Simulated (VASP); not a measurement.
CsPbCl3:

```
Cs Pb Cl
1.0
     5.60500    0.00000    0.00000
     0.00000    5.60500    0.00000
     0.00000    0.00000    5.60500
Cs Pb Cl
1 1 3
Cartesian
  0.0000 0.0000 0.0000
  2.8025 2.8025 2.8025
  2.8025 2.8025 0.0000
  0.0000 2.8025 2.8025
  2.8025 0.0000 2.8025
```

```yaml
Program: VASP 6.6.1
Task: relaxation of cell and atoms
Functional: PBE
Potentials_or_basis: VASP PAW PBE potentials, release 64 (Cs_sv, Pb_d, Cl)
Cutoff: 600 eV
k_mesh: 6 × 6 × 6
Occupations: fermi-dirac, width 0.02 eV
Spin: no spin polarisation
```

At the start: pressure 1.8 GPa; volume 35.22 Å³/atom.

Question: How do energy, volume and symmetry change on relaxing?

Answer: Over 3 steps the energy falls by 12.9 meV/atom and the volume is 37.73 Å³/atom (+7.1 %); space group Pm-3m (No. 221, to 0.1 Å) before and after.

Step by step:
| step | energy change (eV) | largest force (eV/Å) | pressure (GPa) | volume (Å³) |
| --- | --- | --- | --- | --- |
| 1 | 0.0000 | 0.0000 | 1.76 | 176.09 |
| 2 | -0.0621 | 0.0000 | 0.29 | 186.14 |
| 3 | -0.0643 | 0.0000 | -0.02 | 188.63 |

Final structure:
```
Cs Pb Cl
1.0
     5.73506    0.00000    0.00000
     0.00000    5.73506    0.00000
     0.00000    0.00000    5.73506
Cs Pb Cl
1 1 3
Direct
  0.00000 0.00000 0.00000
  0.50000 0.50000 0.50000
  0.50000 0.50000 0.00000
  0.00000 0.50000 0.50000
  0.50000 0.00000 0.50000
```
